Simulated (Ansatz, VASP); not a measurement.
# Rh: VASP beside Ansatz

```xyz
4
Lattice="2.8718 0.0000 0.0000 -1.4359 2.3170 0.0000 0.0000 0.0000 8.0878" Properties=species:S:1:pos:R:3 pbc="T T T"
Rh    0.0000    0.0000    0.0000
Rh    0.0000    1.5447    2.0219
Rh    0.0000    0.0000    4.0439
Rh    1.4359    0.7723    6.0658
```

Change from the starting cell: strain +e along x and -e along y +0.0367, strain +e along z and -e/2 along x and y -0.0733.

Alike in both runs: task single point; functional PBEsol; k mesh 18 × 18 × 6; occupations gaussian, width 0.15 eV; no spin polarisation.

|  | VASP | Ansatz |
| --- | --- | --- |
| version | VASP 6.6.1 | Ansatz 0.2.0 |
| potentials or method | VASP PAW PBE potentials, release 64 (Rh_pv), cutoff 520 eV | scalar-relativistic, plane waves, PAW |
| valence electrons in the cell | 60 | 68 |

```csv
,VASP,Ansatz,Ansatz less VASP
gap on the k mesh at the Fermi level (eV),none,none,-
pressure (GPa),6.9,7.0,+0.12
"traceless stress, the component that is largest in VASP (GPa)",22.95,22.98,+0.032
rms of the force components (eV/Å),0.135,0.134,-0.0003
```

VASP's potentials were made for PBE, not for PBEsol, and Ansatz warns of the same on its side. Atom by atom the forces differ by 0.000 eV/Å (rms over components). A gap of «none» marks a metal or a gap that the smearing closes. With one functional, cell and mesh, what is left measures potentials, basis and numerics. VASP's potentials hold 60 valence electrons a cell and Ansatz's 68, so a difference there can come from the potentials and not from the codes.
